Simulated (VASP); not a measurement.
Runs of VASP 6.6.1 on Os. The structure is that of space group P6_3/mmc (No. 194), or close to it. The cells are those of the table. 

```csv
task,level,cell,k mesh,cutoff (eV),gap on the mesh (eV),pressure (GPa)
single point,r2SCAN,"a = 2.705, b = 2.705, c = 4.281 Å, angles 90.0, 90.0, 120.0°, 2 atoms",18 × 18 × 10,520,none,16.6
relaxation of shape and atoms at fixed volume,r2SCAN,"relaxed from a = 2.707, b = 2.707, c = 4.274 Å, angles 90.0, 90.0, 120.0°, 2 atoms",18 × 18 × 10,600,none,16.8
single point,r2SCAN,"a = 2.736, b = 2.736, c = 4.324 Å, angles 90.0, 90.0, 120.0°, 2 atoms",18 × 18 × 10,520,none,1.0
single point,r2SCAN,"a = 2.753, b = 2.753, c = 4.347 Å, angles 90.0, 90.0, 120.0°, 2 atoms",18 × 18 × 10,520,none,(a)
single point,PBE,"a = 2.749, b = 2.749, c = 4.362 Å, angles 90.0, 90.0, 120.0°, 2 atoms",8 × 8 × 6,520,none,-0.2
```

Alike in all rows: potentials or basis VASP PAW PBE potentials, release 64 (Os); no spin polarisation; smearing gaussian 0.05 eV.

Task: Fill in the values left out.

Result: (a) -6.7.

Caveats: spin-orbit coupling is left out, which moves the levels of the heavy elements; the PAW data sets were made with another functional, which shifts forces and pressure a little (at least some runs); the cell stands under pressure (at least some runs); the cell stands under tension (at least some runs).

A k mesh can miss the band edges, and the runs leave out spin-orbit coupling on Os.

A gap of «none» marks levels without a gap at the run's occupations.
